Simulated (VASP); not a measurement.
# W (Im-3m) in VASP: a series of runs, part 2 of 2

VASP 6.6.1. Earlier steps stand in the parts before.

**5. Single point, PBE**

This run uses another cell than the first one, of 16.14 Å³/atom, 1.004 times its volume.

File INCAR:

```
SYSTEM = W
PREC = Accurate
ENCUT = 520
EDIFF = 1E-7
ISMEAR = 0
SIGMA = 0.3
LREAL = .False.
LASPH = .True.
NELM = 80
ALGO = Fast
ISIF = 2
LWAVE = .False.
LCHARG = .False.
GGA = PE
NBANDS = 13
```

File KPOINTS:

```
regular mesh
0
Gamma
  32 32 32
  0 0 0
```

File POSCAR:

```
W
1.0
   -1.5919385798      1.5919385798      1.5919385798
    1.5919385798     -1.5919385798      1.5919385798
    1.5919385798      1.5919385798     -1.5919385798
W
1
Direct
    0.0000000000      0.0000000000      0.0000000000
```

Potentials or basis: VASP PAW PBE potentials, release 64 (W_sv).

The run is started by

```
cat potpaw_PBE.64/W_sv/POTCAR > POTCAR
mpirun -np 1 vasp_std > vasp.out
```

OUTCAR:

```text
SYSTEM = W
   PREC = Accurate
   ENCUT = 520
   EDIFF = 1E-7
   ISMEAR = 0
   LREAL = .False.
   LASPH = .True.
   NELM = 80
   ISIF = 2
   GGA = PE

 ion  position               nearest neighbor table
   1  0.000  0.000  0.000-

  LATTYP: Found a body centered cubic cell.
 ALAT       =     3.1838771596

  Lattice vectors:

 A1 = (  -1.5919385798,   1.5919385798,   1.5919385798)
 A2 = (   1.5919385798,  -1.5919385798,   1.5919385798)
 A3 = (   1.5919385798,   1.5919385798,  -1.5919385798)

Analysis of symmetry for initial positions (statically):
=====================================================================
 Subroutine PRICEL returns:
 Original cell was already a primitive cell.

 Routine SETGRP: Setting up the symmetry group for a
 body centered cubic supercell.

 Subroutine GETGRP returns: Found 48 space group operations
[... 9 lines left out ...]

 Routine SETGRP: Setting up the symmetry group for a
 body centered cubic supercell.

 Subroutine GETGRP returns: Found 48 space group operations
[... 11 lines left out ...]
                                     Primitive cell

  volume of cell :      16.1376

  direct lattice vectors                    reciprocal lattice vectors
    -1.591938580  1.591938580  1.591938580     0.000000000  0.314082469  0.314082469
     1.591938580 -1.591938580  1.591938580     0.314082469  0.000000000  0.314082469
     1.591938580  1.591938580 -1.591938580     0.314082469  0.314082469  0.000000000

  length of vectors
     2.757318503  2.757318503  2.757318503     0.444179688  0.444179688  0.444179688

  position of ions in fractional coordinates (direct lattice)
     0.000000000  0.000000000  0.000000000

  ion indices of the primitive-cell ions
   primitive index   ion index
                 1           1

----------------------------------------------------------------------------------------

 KPOINTS: regular mesh

Automatic generation of k-mesh.
 Grid dimensions read from file:
 generate k-points for:   32   32   32

 Generating k-lattice:

  Cartesian coordinates                     Fractional coordinates (reciprocal lattice)
     0.000000000  0.009815077  0.009815077     0.031250000  0.000000000  0.000000000
     0.009815077  0.000000000  0.009815077     0.000000000  0.031250000  0.000000000
     0.009815077  0.009815077  0.000000000     0.000000000  0.000000000  0.031250000

  Length of vectors
     0.013880615  0.013880615  0.013880615

  Shift w.r.t. Gamma in fractional coordinates (k-lattice)
     0.000000000  0.000000000  0.000000000

 Subroutine IBZKPT returns following result:
 ===========================================

 Found    897 irreducible k-points:

 Following reciprocal coordinates:
            Coordinates               Weight
  0.000000  0.000000  0.000000      1.000000
  0.031250  0.000000  0.000000     12.000000
  0.062500  0.000000  0.000000     12.000000
  0.093750  0.000000  0.000000     12.000000
  0.125000  0.000000  0.000000     12.000000
  0.156250  0.000000  0.000000     12.000000
[... 16 lines left out ...]
  0.187500  0.031250 -0.000000     48.000000
  0.218750  0.031250  0.000000     48.000000
 [... further k-points ...]
   k-points           NKPTS =    897   k-points in BZ     NKDIM =    897   number of bands    NBANDS=     13
   number of dos      NEDOS =    301   number of ions     NIONS =      1
   total plane-waves  NPLWV =  13824
   dimension x,y,z NGX =    24 NGY =   24 NGZ =   24
   dimension x,y,z NGXF=    48 NGYF=   48 NGZF=   48
   ions per type =               1
   NGX,Y,Z   is equivalent  to a cutoff of  14.47, 14.47, 14.47 a.u.
   NGXF,Y,Z  is equivalent  to a cutoff of  28.94, 28.94, 28.94 a.u.
 SYSTEM =  W
   PREC   = accura    normal or accurate (medium, high low for compatibility)
   ISTART =      0    job   : 0-new  1-cont  2-samecut
   ICHARG =      2    charge: 1-file 2-atom 10-const
   ISPIN  =      1    spin polarized calculation?
   LNONCOLLINEAR =      F non collinear calculations
   LSORBIT =      F    spin-orbit coupling
   LASPH  =      T    aspherical Exc in radial PAW
   ENCUT  =  520.0 eV  38.22 Ry    6.18 a.u.   5.13  5.13  5.13*2*pi/ulx,y,z
   NELM   =     80;   NELMIN=  2; NELMDL= -5     # of ELM steps
   EDIFF  = 0.1E-06   stopping-criterion for ELM
   LREAL  =      F    real-space projection
   EDIFFG = 0.1E-05   stopping-criterion for IOM
   NSW    =      0    number of steps for IOM
   IBRION =     -1    ionic relax: 0-MD 1-quasi-New 2-CG
   NFREE  =      0    steps in history (QN), initial steepest desc. (CG)
   ISIF   =      2    stress and relaxation
   ISYM   =      2    0-nonsym 1-usesym 2-fastsym
   POTIM  = 0.5000    time-step for ionic-motion
   TEBEG  =    0.0;   TEEND  =   0.0 temperature during run
   PSTRESS=    0.0 pullay stress
   NELECT =      14.0000    total number of electrons
   NUPDOWN=      -1.0000    fix difference up-down
   EMIN   =  10.00;   EMAX   =-10.00  energy-range for DOS
   EFERMI =   0.00;   METHOD = LEGACY
   ISMEAR =     0;   SIGMA  =   0.30  broadening in eV -4-tet -1-fermi 0-gaus
   EFERMI_NEDOS =   21; number of points for ismear=-14 and -15
   IALGO  =     68    algorithm
   IMIX   =      4    mixing-type and parameters
     AMIX     =   0.40;   BMIX     =  1.00
     AMIX_MAG =   1.60;   BMIX_MAG =  1.00
  volume/ion in A,a.u.               =      16.14       108.90
  Fermi-wavevector in a.u.,A,eV,Ry     =   1.561365  2.950553 33.169123  2.437862
  Thomas-Fermi vector in A             =   2.664441
   LORBIT       =      0    0 simple, 1 ext, 2 COOP (PROOUT), +10 PAW based schemes
   GGA     = PE    functional components
   LHFCALC =     F    Hartree Fock is set to
   AEXX    =    0.0000 exact exchange contribution
   IVDW    =     0    specifies the selected vdW correction
   LEPSILON=     F    determine dielectric tensor
   LRPA    =     F    only Hartree local field effects (RPA)
 non-spin polarized calculation
 RMM-DIIS sequential band-by-band and
 Gauss-broadening in eV      SIGMA  =   0.30
  energy-cutoff  :      520.00
  volume of cell :       16.14
 maximum number of plane-waves:       466
 NGX is ok and might be reduce to    24
   NGX = 11   NGY = 11   NGZ = 11

 number of electron      14.0000002 magnetization

 Free energy of the ion-electron system (eV)
  ---------------------------------------------------
  ext. energy  EPLUGINS =         0.00000000
  ---------------------------------------------------
  free energy    TOTEN  =       -12.96495191 eV

  energy without entropy =      -12.94346293  energy(sigma->0) =      -12.95420742

 E-fermi :  11.1859     XC(G=0): -13.5397

 val. band max:       11.1851794073   @ k =  -0.2813   0.3125   0.1563
 cond. band min:      11.1925441839   @ k =  -0.4375   0.5000   0.2813
 fundamental gap:      0.0073647766
 Fermi energy:        11.1859349960

 k-point     1 :       0.0000    0.0000    0.0000
  band No.  band energies     occupation
      1     -63.0203      2.00000
      2     -26.6079      2.00000
      3     -26.6079      2.00000
      4     -26.6079      2.00000
      5       1.6485      2.00000
      6       9.9873      2.00000
      7       9.9873      2.00000
      8       9.9873      2.00000
      9      13.4061      0.00000
     10      13.4061      0.00000
     11      25.6625      0.00000
     12      25.6625      0.00000
     13      25.6625      0.00000

 k-point     2 :       0.0313    0.0000    0.0000
  band No.  band energies     occupation
      1     -63.0192      2.00000
      2     -26.6206      2.00000
      3     -26.6119      2.00000
      4     -26.6080      2.00000
      5       1.6952      2.00000
      6       9.9586      2.00000
      7       9.9816      2.00000
      8      10.0320      2.00000
      9      13.3581      0.00000
     10      13.4062      0.00000
     11      25.7032      0.00000
     12      25.7420      0.00000
     13      25.7788      0.00000
[... 321 lines left out ...]
 k-point    23 :       0.1875    0.0313   -0.0000
  band No.  band energies     occupation
      1     -62.9759      2.00000
      2     -27.0659      2.00000
      3     -26.7507      2.00000
      4     -26.6148      2.00000
      5       3.4048      2.00000
      6       9.0413      2.00000
      7       9.4860      2.00000
      8      11.8565      0.00157
      9      12.6515      0.00000
     10      13.5378      0.00000
     11      26.3721      0.00000
     12      28.0923      0.00000
     13      28.6967      0.00000

 k-point    24 :       0.2188    0.0313    0.0000
  band No.  band energies     occupation
      1     -62.9641      2.00000
      2     -27.1826      2.00000
      3     -26.7897      2.00000
      4     -26.6154      2.00000
      5       3.8480      2.00000
      6       8.8171      2.00000
      7       9.3673      2.00000
      8      12.4222      0.00000
      9      12.7047      0.00000
     10      13.5993      0.00000
     11      26.0949      0.00000
     12      27.7836      0.00000
     13      29.5592      0.00000

 [... further k-points ...]
[... 5 lines left out ...]
  --------------------------------------------------------------------------------------
  -------------------------------------------------------------------------------------
  Total        0.0499263      0.0499263      0.0499263     -0.0000000     -0.0000000     -0.0000000
  in kB        4.9567964      4.9567964      4.9567964     -0.0000000     -0.0000000     -0.0000000
  external PRESSURE =       4.9567964 kB  Pullay stress =       0.0000000 kB

 VOLUME and BASIS-vectors are now :
 -----------------------------------------------------------------------------
  energy-cutoff  :      520.00
  volume of cell :       16.14
      direct lattice vectors                 reciprocal lattice vectors
    -1.591938580  1.591938580  1.591938580     0.000000000  0.314082469  0.314082469
     1.591938580 -1.591938580  1.591938580     0.314082469  0.000000000  0.314082469
     1.591938580  1.591938580 -1.591938580     0.314082469  0.314082469  0.000000000

 POSITION                                       TOTAL-FORCE (eV/Angst)
 -----------------------------------------------------------------------------------
      0.00000      0.00000      0.00000        -0.000000      0.000000      0.000000
 -----------------------------------------------------------------------------------
    total drift:                                0.000000      0.000000      0.000000

  FREE ENERGIE OF THE ION-ELECTRON SYSTEM (eV)
  ---------------------------------------------------
  free  energy   TOTEN  =       -12.9649519105 eV

  energy  without entropy=      -12.9434629280  energy(sigma->0) =      -12.95420742
```

OSZICAR:

```text
N       E                     dE             d eps       ncg     rms          rms(c)
DAV:   1     0.849832370292E+02    0.84983E+02   -0.74730E+03 23388   0.123E+03
DAV:   2    -0.119457971537E+02   -0.96929E+02   -0.93129E+02 26157   0.316E+02
DAV:   3    -0.135905787784E+02   -0.16448E+01   -0.16392E+01 25772   0.400E+01
DAV:   4    -0.135973368968E+02   -0.67581E-02   -0.67579E-02 25787   0.283E+00
DAV:   5    -0.135973933709E+02   -0.56474E-04   -0.56475E-04 25857   0.244E-01    0.202E+01
RMM:   6    -0.130964459753E+02    0.50095E+00   -0.40673E-01 25210   0.597E+00    0.836E+00
RMM:   7    -0.129678232807E+02    0.12862E+00   -0.29682E-01 25370   0.510E+00    0.899E-01
RMM:   8    -0.129651586316E+02    0.26646E-02   -0.11870E-02 29014   0.120E+00    0.267E-01
RMM:   9    -0.129649637770E+02    0.19485E-03   -0.18153E-03 28064   0.511E-01    0.231E-02
RMM:  10    -0.129649629874E+02    0.78955E-06   -0.27129E-04 29078   0.195E-01    0.118E-02
RMM:  11    -0.129649508573E+02    0.12130E-04   -0.39268E-05 29482   0.755E-02    0.482E-03
RMM:  12    -0.129649518508E+02   -0.99350E-06   -0.73359E-06 30200   0.355E-02    0.123E-03
RMM:  13    -0.129649519307E+02   -0.79923E-07   -0.10513E-06 26278   0.133E-02    0.125E-03
RMM:  14    -0.129649519105E+02    0.20190E-07   -0.33529E-07 22276   0.666E-03
   1 F= -.12964952E+02 E0= -.12954207E+02  d E =-.214890E-01
```

It took 68 s on 1 thread of Intel Xeon 6975P-C (Granite Rapids), shared host; peak memory 0.29 GiB.

What came out:

```
Free energy            : -12.9650 eV
Pressure               : 0.5 GPa
Band gap on the k mesh : zero (band 7 reaches 16.22 eV, above the bottom of band 8 at 9.99 eV)
```

Levels at points of the mesh, in eV from the Fermi level:
| k point | band 4 | band 5 | band 6 | band 7 | band 8 | band 9 | band 10 | band 11 |
| --- | --- | --- | --- | --- | --- | --- | --- | --- |
| (0.00, 0.00, 0.00) | -37.79 | -9.54 | -1.20 | -1.20 | -1.20 | 2.22 | 2.22 | 14.48 |
| (0.50, 0.00, 0.00) | -37.80 | -6.16 | -3.48 | 0.62 | 2.10 | 3.06 | 5.99 | 10.80 |
| (0.50, 0.50, 0.50) | -38.65 | -5.69 | -5.69 | 5.04 | 5.04 | 5.04 | 8.10 | 8.10 |

Caveat: spin-orbit coupling is left out, which moves the levels of the heavy elements.

**6. Single point, PBE**

This run uses another cell than the first one, of 16.14 Å³/atom, 1.004 times its volume.

File INCAR:

```
SYSTEM = W
ALGO     = Fast           ! electronic algorithm
EDIFF    = 1E-6           ! SCF threshold, eV
ENCUT    = 520            ! plane-wave cutoff, eV
GGA      = PE             ! functional
ISIF     = 2              ! what is computed and relaxed
ISMEAR   = 0              ! smearing method
LASPH    = .True.         ! aspherical terms in the spheres
LCHARG   = .False.        ! write CHGCAR
LREAL    = .False.        ! projectors in reciprocal space
LWAVE    = .False.        ! write WAVECAR
NBANDS   = 13             ! bands
NELM     = 80             ! most SCF steps
PREC     = Accurate       ! precision mode
SIGMA    = 0.3            ! smearing width, eV
```

File KPOINTS:

```
k-points
0
Gamma
  40 40 40
  0 0 0
```

File POSCAR:

```
W
1.0
   -1.5919213510      1.5919213510      1.5919213510
    1.5919213510     -1.5919213510      1.5919213510
    1.5919213510      1.5919213510     -1.5919213510
W
1
Direct
    0.0000000000      0.0000000000      0.0000000000
```

Potentials or basis: VASP PAW PBE potentials, release 64 (W_sv).

The run is started by

```
cat potpaw_PBE.64/W_sv/POTCAR > POTCAR
mpirun -np 1 vasp_std > vasp.out
```

Run time: 1.7 min. Hardware: 1 thread of Intel Xeon 6975P-C (Granite Rapids), shared host; peak memory 0.43 GiB.

The run converged. Its results:

```
Free energy            : -12.9651 eV
Pressure               : 0.4 GPa
Band gap on the k mesh : zero (band 7 reaches 16.23 eV, above the bottom of band 8 at 9.99 eV)
```

Levels at points of the mesh, in eV from the Fermi level:
| k point | band 4 | band 5 | band 6 | band 7 | band 8 | band 9 | band 10 | band 11 |
| --- | --- | --- | --- | --- | --- | --- | --- | --- |
| (0.00, 0.00, 0.00) | -37.79 | -9.54 | -1.20 | -1.20 | -1.20 | 2.22 | 2.22 | 14.48 |
| (0.50, 0.00, 0.00) | -37.80 | -6.16 | -3.48 | 0.62 | 2.11 | 3.06 | 6.00 | 10.80 |
| (0.50, 0.50, 0.50) | -38.64 | -5.69 | -5.69 | 5.04 | 5.04 | 5.04 | 8.11 | 8.11 |

Caveat: spin-orbit coupling is left out, which moves the levels of the heavy elements.

**7. Summary**

| task | cell | k mesh | cutoff (eV) | gap on the mesh (eV) | pressure (GPa) | relaxed volume (Å³/atom) |
| --- | --- | --- | --- | --- | --- | --- |
| relaxation of cell and atoms | relaxed from a = 2.754 Å, angles 109.5°, 1 atom | 12 × 12 × 12 | 600 | none | 0.0 | 16.17 |
| single point | a = 2.757 Å, angles 109.5°, 1 atom | 24 × 24 × 24 | 520 | none | 0.5 | - |
| relaxation of cell and atoms | relaxed from a = 2.754 Å, angles 109.5°, 1 atom | 16 × 16 × 16 | 600 | none | 0.0 | 16.16 |
| single point | a = 2.757 Å, angles 109.5°, 1 atom | 32 × 32 × 32 | 520 | none | 0.5 | - |
| single point | a = 2.757 Å, angles 109.5°, 1 atom | 40 × 40 × 40 | 520 | none | 0.4 | - |

Alike in all rows: level PBE; potentials or basis VASP PAW PBE potentials, release 64 (W_sv); no spin polarisation; smearing gaussian 0.3 eV.

Every run on the cell as given and a fine mesh finds a metal.

Caveats: spin-orbit coupling is left out, which moves the levels of the heavy elements.

Total energies depend on the potentials used, so only differences within one code and one set of settings carry meaning.
